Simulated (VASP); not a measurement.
# SnTe (Fm-3m) in VASP: notebook

The runs below take SnTe through single point, with PBE.

Everything below comes from runs of VASP 6.6.1. Logs are shortened: lines on timing, memory, paths and dates and some standing lists are left out, and cuts for length are marked.

### Step 1. The cell of the first run

Symmetry: Fm-3m, No. 225, cubic system. Conventional cell: a = 6.334 Å, b = 6.334 Å, c = 6.334 Å, α = 90.00°, β = 90.00°, γ = 90.00°. Sn (site symmetry m-3m) has 6 Te at 3.17 Å within 4.2 Å. Within 4.2 Å of Te (site symmetry m-3m) lie 6 Sn at 3.17 Å.

### Step 2. Single point, PBE (31.76 Å³/atom)

Input file INCAR:

```
  ALGO = Normal
  EDIFF = 1E-6
  ENCUT = 520
  GGA = PE
  ISIF = 2
  ISMEAR = -1
  LASPH = T
  LCHARG = F
  LREAL = F
  LWAVE = F
  NBANDS = 17
  NELM = 80
  PREC = Accurate
  SIGMA = 0.08
```

Input file KPOINTS:

```
k-points
0
Gamma
  11 11 11
```

Input file POSCAR:

```
SnTe
1.0
    0.0000000000      3.1669867880      3.1669867880
    3.1669867880      0.0000000000      3.1669867880
    3.1669867880      3.1669867880      0.0000000000
Sn Te
1 1
Direct
    0.0000000000      0.0000000000      0.0000000000
    0.5000000000      0.5000000000      0.5000000000
```

Potentials or basis: VASP PAW PBE potentials, release 64 (Sn_d, Te).

Started as:

```
> cat potpaw_PBE.64/Sn_d/POTCAR potpaw_PBE.64/Te/POTCAR > POTCAR
> mpirun -np 1 vasp_std > vasp.out
```

OUTCAR:

```text
EDIFF = 1E-6
   ENCUT = 520
   GGA = PE
   ISIF = 2
   ISMEAR = -1
   LASPH = T
   LREAL = F
   NELM = 80
   PREC = Accurate

 ion  position               nearest neighbor table
   1  0.000  0.000  0.000-   2 3.17   2 3.17   2 3.17   2 3.17   2 3.17   2 3.17
   2  0.500  0.500  0.500-   1 3.17   1 3.17   1 3.17   1 3.17   1 3.17   1 3.17

  LATTYP: Found a face centered cubic cell.
 ALAT       =     6.3339735760

  Lattice vectors:

 A1 = (   0.0000000000,   3.1669867880,   3.1669867880)
 A2 = (   3.1669867880,   0.0000000000,   3.1669867880)
 A3 = (   3.1669867880,   3.1669867880,   0.0000000000)

Analysis of symmetry for initial positions (statically):
=====================================================================
 Subroutine PRICEL returns:
 Original cell was already a primitive cell.

 Routine SETGRP: Setting up the symmetry group for a
 face centered cubic supercell.

 Subroutine GETGRP returns: Found 48 space group operations
 (whereof 48 operations were pure point group operations)
 out of a pool of 48 trial point group operations.

The static configuration has the point symmetry O_h .

Analysis of symmetry for dynamics (positions and initial velocities):
=====================================================================
 Subroutine PRICEL returns:
 Original cell was already a primitive cell.

 Routine SETGRP: Setting up the symmetry group for a
 face centered cubic supercell.

 Subroutine GETGRP returns: Found 48 space group operations
 (whereof 48 operations were pure point group operations)
 out of a pool of 48 trial point group operations.

The dynamic configuration has the point symmetry O_h .

 Subroutine INISYM returns: Found 48 space group operations
 (whereof 48 operations are pure point group operations),
 and found     1 'primitive' translations

----------------------------------------------------------------------------------------

                                     Primitive cell

  volume of cell :      63.5285

  direct lattice vectors                    reciprocal lattice vectors
     0.000000000  3.166986788  3.166986788    -0.157878777  0.157878777  0.157878777
     3.166986788  0.000000000  3.166986788     0.157878777 -0.157878777  0.157878777
     3.166986788  3.166986788  0.000000000     0.157878777  0.157878777 -0.157878777

[... 79 lines left out ...]
   LSORBIT =      F    spin-orbit coupling
   LASPH  =      T    aspherical Exc in radial PAW
   ENCUT  =  520.0 eV  38.22 Ry    6.18 a.u.   8.33  8.33  8.33*2*pi/ulx,y,z
   NELM   =     80;   NELMIN=  2; NELMDL= -5     # of ELM steps
   EDIFF  = 0.1E-05   stopping-criterion for ELM
   LREAL  =      F    real-space projection
   EDIFFG = 0.1E-04   stopping-criterion for IOM
   NSW    =      0    number of steps for IOM
   IBRION =     -1    ionic relax: 0-MD 1-quasi-New 2-CG
   NFREE  =      0    steps in history (QN), initial steepest desc. (CG)
   ISIF   =      2    stress and relaxation
   ISYM   =      2    0-nonsym 1-usesym 2-fastsym
   POTIM  = 0.5000    time-step for ionic-motion
   TEBEG  =    0.0;   TEEND  =   0.0 temperature during run
   PSTRESS=    0.0 pullay stress
   NELECT =      20.0000    total number of electrons
   NUPDOWN=      -1.0000    fix difference up-down
   EMIN   =  10.00;   EMAX   =-10.00  energy-range for DOS
   EFERMI =   0.00;   METHOD = LEGACY
   ISMEAR =    -1;   SIGMA  =   0.08  broadening in eV -4-tet -1-fermi 0-gaus
   EFERMI_NEDOS =   21; number of points for ismear=-14 and -15
   IALGO  =     38    algorithm
   IMIX   =      4    mixing-type and parameters
     AMIX     =   0.40;   BMIX     =  1.00
     AMIX_MAG =   1.60;   BMIX_MAG =  1.00
  volume/ion in A,a.u.               =      31.76       214.36
  Fermi-wavevector in a.u.,A,eV,Ry     =   1.113684  2.104557 16.875193  1.240292
  Thomas-Fermi vector in A             =   2.250271
   LORBIT       =      0    0 simple, 1 ext, 2 COOP (PROOUT), +10 PAW based schemes
   GGA     = PE    functional components
   LHFCALC =     F    Hartree Fock is set to
   AEXX    =    0.0000 exact exchange contribution
   IVDW    =     0    specifies the selected vdW correction
   LEPSILON=     F    determine dielectric tensor
   LRPA    =     F    only Hartree local field effects (RPA)
 non-spin polarized calculation
  energy-cutoff  :      520.00
  volume of cell :       63.53
 maximum number of plane-waves:      1735
 NGX is ok and might be reduce to    36
   NGX = 17   NGY = 17   NGZ = 17

 number of electron      20.0000000 magnetization

 Free energy of the ion-electron system (eV)
  ---------------------------------------------------
  ext. energy  EPLUGINS =         0.00000000
  ---------------------------------------------------
  free energy    TOTEN  =        -7.55529461 eV

  energy without entropy =       -7.55377730  energy(sigma->0) =       -7.55453595

 E-fermi :   6.7861     XC(G=0):  -9.4250

 val. band max:        6.6175722573   @ k =   0.4545   0.0000   0.0000
 cond. band min:       7.0362666065   @ k =   0.4545   0.0000   0.0000
 fundamental gap:      0.4186943492
 Fermi energy:         6.7860521685

 k-point     1 :       0.0000    0.0000    0.0000
  band No.  band energies     occupation
      1     -15.1275      2.00000
      2     -15.1275      2.00000
      3     -15.1227      2.00000
      4     -15.1227      2.00000
      5     -15.1227      2.00000
      6      -5.9239      2.00000
[... 457 lines left out ...]
      4     -15.1197      2.00000
      5     -15.1181      2.00000
      6      -5.2512      2.00000
[... 9 lines left out ...]
     16      14.6063      0.00000
     17      14.7433      0.00000

 [... further k-points ...]

------------------------ aborting loop because EDIFF is reached ----------------------------------------

  FORCE on cell =-STRESS in cart. coord.  units (eV):
  Direction    XX          YY          ZZ          XY          YZ          ZX
  --------------------------------------------------------------------------------------
  -------------------------------------------------------------------------------------
  Total        0.5868107      0.5868107      0.5868107      0.0000000     -0.0000000      0.0000000
  in kB       14.7992555     14.7992555     14.7992555      0.0000000     -0.0000000      0.0000000
  external PRESSURE =      14.7992555 kB  Pullay stress =       0.0000000 kB

 VOLUME and BASIS-vectors are now :
 -----------------------------------------------------------------------------
  energy-cutoff  :      520.00
  volume of cell :       63.53
      direct lattice vectors                 reciprocal lattice vectors
     0.000000000  3.166986788  3.166986788    -0.157878777  0.157878777  0.157878777
     3.166986788  0.000000000  3.166986788     0.157878777 -0.157878777  0.157878777
     3.166986788  3.166986788  0.000000000     0.157878777  0.157878777 -0.157878777

 POSITION                                       TOTAL-FORCE (eV/Angst)
 -----------------------------------------------------------------------------------
      0.00000      0.00000      0.00000         0.000000      0.000000      0.000000
      3.16699      3.16699      3.16699        -0.000000      0.000000     -0.000000
 -----------------------------------------------------------------------------------
    total drift:                               -0.000000      0.000000      0.000000

  FREE ENERGIE OF THE ION-ELECTRON SYSTEM (eV)
  ---------------------------------------------------
  free  energy   TOTEN  =        -7.5552946057 eV

  energy  without entropy=       -7.5537773000  energy(sigma->0) =       -7.55453595
```

stdout:

```text
POSCAR found type information on POSCAR SnTe
 POSCAR found :  2 types and       2 ions
 scaLAPACK will be used
 LDA part: xc-table for (Slater+PW92), standard interpolation
 POSCAR, INCAR and KPOINTS ok, starting setup
 FFT: planning ... GRIDC
 FFT: planning ... GRID_SOFT
 FFT: planning ... GRID
 WAVECAR not read
 entering main loop
```

Run time: 70 s. Hardware: 1 thread of Intel Xeon 8259CL, shared host; peak memory 0.24 GiB.

Results:

* Free energy: -7.5553 eV
* Pressure: 1.5 GPa

Caveat: this odd mesh misses L, so gap, dielectric constants and Born charges aren't listed; spin-orbit coupling is left out, which moves the levels of the heavy elements.

### Step 3. Single point, PBE (32.08 Å³/atom)

This run uses another cell than the first one, of 32.08 Å³/atom.

Input file INCAR:

```
PREC = Accurate ; ENCUT = 520
EDIFF = 1E-6 ; ISMEAR = -1
SIGMA = 0.08 ; LREAL = F
LASPH = T ; NELM = 80
ALGO = Normal ; ISIF = 2
LWAVE = F ; LCHARG = F
GGA = PE ; NBANDS = 17
```

Input file KPOINTS:

```
Automatic mesh
0
Gamma
  11 11 11
```

Input file POSCAR:

```
SnTe
1.0
    0.0000000000      3.1774045827      3.1774045827
    3.1774045827      0.0000000000      3.1774045827
    3.1774045827      3.1774045827      0.0000000000
Sn Te
1 1
Direct
    0.0000000000      0.0000000000      0.0000000000
    0.5000000000      0.5000000000      0.5000000000
```

Potentials or basis: VASP PAW PBE potentials, release 64 (Sn_d, Te).

Started as:

```
> cat potpaw_PBE.64/Sn_d/POTCAR potpaw_PBE.64/Te/POTCAR > POTCAR
> mpirun -np 1 vasp_std > vasp.out
```

OUTCAR:

```text
PREC = Accurate
   ENCUT = 520
   EDIFF = 1E-6
   ISMEAR = -1
   LREAL = F
   LASPH = T
   NELM = 80
   ISIF = 2
   GGA = PE

 ion  position               nearest neighbor table
   1  0.000  0.000  0.000-   2 3.18   2 3.18   2 3.18   2 3.18   2 3.18   2 3.18
   2  0.500  0.500  0.500-   1 3.18   1 3.18   1 3.18   1 3.18   1 3.18   1 3.18

  LATTYP: Found a face centered cubic cell.
 ALAT       =     6.3548091654

  Lattice vectors:

 A1 = (   0.0000000000,   3.1774045827,   3.1774045827)
 A2 = (   3.1774045827,   0.0000000000,   3.1774045827)
 A3 = (   3.1774045827,   3.1774045827,   0.0000000000)

Analysis of symmetry for initial positions (statically):
=====================================================================
 Subroutine PRICEL returns:
 Original cell was already a primitive cell.

 Routine SETGRP: Setting up the symmetry group for a
 face centered cubic supercell.

 Subroutine GETGRP returns: Found 48 space group operations
 (whereof 48 operations were pure point group operations)
 out of a pool of 48 trial point group operations.

The static configuration has the point symmetry O_h .

Analysis of symmetry for dynamics (positions and initial velocities):
=====================================================================
 Subroutine PRICEL returns:
 Original cell was already a primitive cell.

 Routine SETGRP: Setting up the symmetry group for a
 face centered cubic supercell.

 Subroutine GETGRP returns: Found 48 space group operations
 (whereof 48 operations were pure point group operations)
 out of a pool of 48 trial point group operations.

The dynamic configuration has the point symmetry O_h .

 Subroutine INISYM returns: Found 48 space group operations
 (whereof 48 operations are pure point group operations),
 and found     1 'primitive' translations

----------------------------------------------------------------------------------------

                                     Primitive cell

  volume of cell :      64.1575

  direct lattice vectors                    reciprocal lattice vectors
     0.000000000  3.177404583  3.177404583    -0.157361138  0.157361138  0.157361138
     3.177404583  0.000000000  3.177404583     0.157361138 -0.157361138  0.157361138
     3.177404583  3.177404583  0.000000000     0.157361138  0.157361138 -0.157361138

  length of vectors
     4.493528654  4.493528654  4.493528654     0.272557486  0.272557486  0.272557486

  position of ions in fractional coordinates (direct lattice)
     0.000000000  0.000000000  0.000000000
     0.500000000  0.500000000  0.500000000

  ion indices of the primitive-cell ions
   primitive index   ion index
                 1           1
                 2           2

----------------------------------------------------------------------------------------

 KPOINTS: Automatic mesh

Automatic generation of k-mesh.
 Grid dimensions read from file:
 generate k-points for:   11   11   11

 Generating k-lattice:

  Cartesian coordinates                     Fractional coordinates (reciprocal lattice)
    -0.014305558  0.014305558  0.014305558     0.090909091  0.000000000  0.000000000
     0.014305558 -0.014305558  0.014305558     0.000000000  0.090909091  0.000000000
     0.014305558  0.014305558 -0.014305558     0.000000000  0.000000000  0.090909091

  Length of vectors
     0.024777953  0.024777953  0.024777953

  Shift w.r.t. Gamma in fractional coordinates (k-lattice)
     0.000000000  0.000000000  0.000000000

 Subroutine IBZKPT returns following result:
 ===========================================

 Found     56 irreducible k-points:

 Following reciprocal coordinates:
            Coordinates               Weight
  0.000000  0.000000  0.000000      1.000000
  0.090909  0.000000  0.000000      8.000000
  0.181818  0.000000  0.000000      8.000000
  0.272727  0.000000  0.000000      8.000000
  0.363636  0.000000  0.000000      8.000000
  0.454545  0.000000  0.000000      8.000000
[... 16 lines left out ...]
 -0.272727  0.181818  0.000000     24.000000
 -0.181818  0.181818  0.000000     12.000000
 [... further k-points ...]
   k-points           NKPTS =     56   k-points in BZ     NKDIM =     56   number of bands    NBANDS=     17
   number of dos      NEDOS =    301   number of ions     NIONS =      2
   total plane-waves  NPLWV =  46656
   dimension x,y,z NGX =    36 NGY =   36 NGZ =   36
   dimension x,y,z NGXF=    72 NGYF=   72 NGZF=   72
   ions per type =               1   1
   NGX,Y,Z   is equivalent  to a cutoff of  13.32, 13.32, 13.32 a.u.
   NGXF,Y,Z  is equivalent  to a cutoff of  26.64, 26.64, 26.64 a.u.
 SYSTEM =  unknown system
   PREC   = accura    normal or accurate (medium, high low for compatibility)
   ISTART =      0    job   : 0-new  1-cont  2-samecut
   ICHARG =      2    charge: 1-file 2-atom 10-const
   ISPIN  =      1    spin polarized calculation?
   LNONCOLLINEAR =      F non collinear calculations
   LSORBIT =      F    spin-orbit coupling
   LASPH  =      T    aspherical Exc in radial PAW
   ENCUT  =  520.0 eV  38.22 Ry    6.18 a.u.   8.35  8.35  8.35*2*pi/ulx,y,z
   NELM   =     80;   NELMIN=  2; NELMDL= -5     # of ELM steps
   EDIFF  = 0.1E-05   stopping-criterion for ELM
   LREAL  =      F    real-space projection
   EDIFFG = 0.1E-04   stopping-criterion for IOM
   NSW    =      0    number of steps for IOM
   IBRION =     -1    ionic relax: 0-MD 1-quasi-New 2-CG
   NFREE  =      0    steps in history (QN), initial steepest desc. (CG)
   ISIF   =      2    stress and relaxation
   ISYM   =      2    0-nonsym 1-usesym 2-fastsym
   POTIM  = 0.5000    time-step for ionic-motion
   TEBEG  =    0.0;   TEEND  =   0.0 temperature during run
   PSTRESS=    0.0 pullay stress
   NELECT =      20.0000    total number of electrons
   NUPDOWN=      -1.0000    fix difference up-down
   EMIN   =  10.00;   EMAX   =-10.00  energy-range for DOS
   EFERMI =   0.00;   METHOD = LEGACY
   ISMEAR =    -1;   SIGMA  =   0.08  broadening in eV -4-tet -1-fermi 0-gaus
   EFERMI_NEDOS =   21; number of points for ismear=-14 and -15
   IALGO  =     38    algorithm
   IMIX   =      4    mixing-type and parameters
     AMIX     =   0.40;   BMIX     =  1.00
     AMIX_MAG =   1.60;   BMIX_MAG =  1.00
  volume/ion in A,a.u.               =      32.08       216.48
  Fermi-wavevector in a.u.,A,eV,Ry     =   1.110032  2.097657 16.764716  1.232172
  Thomas-Fermi vector in A             =   2.246579
   LORBIT       =      0    0 simple, 1 ext, 2 COOP (PROOUT), +10 PAW based schemes
   GGA     = PE    functional components
   LHFCALC =     F    Hartree Fock is set to
   AEXX    =    0.0000 exact exchange contribution
   IVDW    =     0    specifies the selected vdW correction
   LEPSILON=     F    determine dielectric tensor
   LRPA    =     F    only Hartree local field effects (RPA)
 non-spin polarized calculation
  energy-cutoff  :      520.00
  volume of cell :       64.16
 maximum number of plane-waves:      1759
 NGX is ok and might be reduce to    36
   NGX = 17   NGY = 17   NGZ = 17

 number of electron      20.0000001 magnetization

 Free energy of the ion-electron system (eV)
  ---------------------------------------------------
  ext. energy  EPLUGINS =         0.00000000
  ---------------------------------------------------
  free energy    TOTEN  =        -7.56050206 eV

  energy without entropy =       -7.55907357  energy(sigma->0) =       -7.55978781

 E-fermi :   6.6607     XC(G=0):  -9.3810

 val. band max:        6.4887143880   @ k =   0.4545   0.0000   0.0000
 cond. band min:       6.9060106272   @ k =   0.4545   0.0000   0.0000
 fundamental gap:      0.4172962391
 Fermi energy:         6.6606922099

 k-point     1 :       0.0000    0.0000    0.0000
  band No.  band energies     occupation
      1     -15.2460      2.00000
      2     -15.2460      2.00000
      3     -15.2417      2.00000
      4     -15.2417      2.00000
      5     -15.2417      2.00000
      6      -5.9735      2.00000
[... 9 lines left out ...]
     16      11.4423      0.00000
     17      13.4854      0.00000
[... 441 lines left out ...]
 k-point    24 :      -0.1818    0.1818    0.0000
  band No.  band energies     occupation
      1     -15.2491      2.00000
      2     -15.2482      2.00000
      3     -15.2405      2.00000
      4     -15.2387      2.00000
      5     -15.2372      2.00000
      6      -5.3123      2.00000
[... 9 lines left out ...]
     16      14.4683      0.00000
     17      14.6041      0.00000

 [... further k-points ...]

------------------------ aborting loop because EDIFF is reached ----------------------------------------

  FORCE on cell =-STRESS in cart. coord.  units (eV):
  Direction    XX          YY          ZZ          XY          YZ          ZX
  --------------------------------------------------------------------------------------
  -------------------------------------------------------------------------------------
  Total        0.4111386      0.4111386      0.4111386     -0.0000000      0.0000000      0.0000000
  in kB       10.2671827     10.2671827     10.2671827     -0.0000000      0.0000000      0.0000000
  external PRESSURE =      10.2671827 kB  Pullay stress =       0.0000000 kB

 VOLUME and BASIS-vectors are now :
 -----------------------------------------------------------------------------
  energy-cutoff  :      520.00
  volume of cell :       64.16
      direct lattice vectors                 reciprocal lattice vectors
     0.000000000  3.177404583  3.177404583    -0.157361138  0.157361138  0.157361138
     3.177404583  0.000000000  3.177404583     0.157361138 -0.157361138  0.157361138
     3.177404583  3.177404583  0.000000000     0.157361138  0.157361138 -0.157361138

 POSITION                                       TOTAL-FORCE (eV/Angst)
 -----------------------------------------------------------------------------------
      0.00000      0.00000      0.00000        -0.000000      0.000000      0.000000
      3.17740      3.17740      3.17740         0.000000     -0.000000     -0.000000
 -----------------------------------------------------------------------------------
    total drift:                               -0.000000      0.000000      0.000000

  FREE ENERGIE OF THE ION-ELECTRON SYSTEM (eV)
  ---------------------------------------------------
  free  energy   TOTEN  =        -7.5605020560 eV

  energy  without entropy=       -7.5590735660  energy(sigma->0) =       -7.55978781
```

stdout:

```text
POSCAR found type information on POSCAR SnTe
 POSCAR found :  2 types and       2 ions
 scaLAPACK will be used
 LDA part: xc-table for (Slater+PW92), standard interpolation
 POSCAR, INCAR and KPOINTS ok, starting setup
 FFT: planning ... GRIDC
 FFT: planning ... GRID_SOFT
 FFT: planning ... GRID
 WAVECAR not read
 entering main loop
```

Wall time 71 s (1 thread of Intel Xeon 8259CL, shared host); peak memory 0.24 GiB.

Results:

```
Free energy : -7.5605 eV
Pressure    : 1.0 GPa
```

Caveat: this odd mesh misses L, so gap, dielectric constants and Born charges aren't listed; spin-orbit coupling is left out, which moves the levels of the heavy elements.

[end of part 1 of 2]
